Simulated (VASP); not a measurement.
Here is a VASP 6.6.1 calculation.

The input INCAR:

```
SYSTEM = MoS2
PREC = Accurate
ENCUT = 520
EDIFF = 1E-7
ISMEAR = 0
SIGMA = 0.15
LREAL = .FALSE.
LASPH = .TRUE.
NELM = 100
ALGO = Normal
ISIF = 2
LWAVE = .FALSE.
LCHARG = .FALSE.
GGA = PE
NBANDS = 35
```

Contents of KPOINTS:

```
Automatic mesh
0
G
  4 4 1
  0 0 0
```

The input POSCAR:

```
MoS2
1.0
    3.1690000000      0.0000000000      0.0000000000
   -1.5845000000      2.7444350000      0.0000000000
    0.0000000000      0.0000000000     12.3240000000
Mo S
2 4
Direct
    0.3333333333      0.6666666667      0.2500000000
    0.6666666667      0.3333333333      0.7500000000
    0.3333333333      0.6666666667      0.6230000000
    0.6666666667      0.3333333333      0.1230000000
    0.3333333333      0.6666666667      0.8770000000
    0.6666666667      0.3333333333      0.3770000000
```

Potentials or basis: VASP PAW PBE potentials, release 64 (Mo_sv, S).

Command:

```bash
$ cat potpaw_PBE.64/Mo_sv/POTCAR potpaw_PBE.64/S/POTCAR > POTCAR
$ mpirun -np 1 vasp_std > vasp.out
```

(1) Predict the band gap on the k mesh.

(2) What does it give for the pressure?

(3) Predict the largest force.

## Answers

(1) 1.22 eV (least direct gap 2.11 eV).

(2) 1.6 GPa.

(3) 0.136 eV/Å.

Caveat: the k points lie up to 0.57 Å⁻¹ apart; an odd mesh through Γ misses points on the zone boundary, where band edges can lie; this functional lacks dispersion, which binds the layers, so the pressure and a relaxed spacing across them are unreliable.
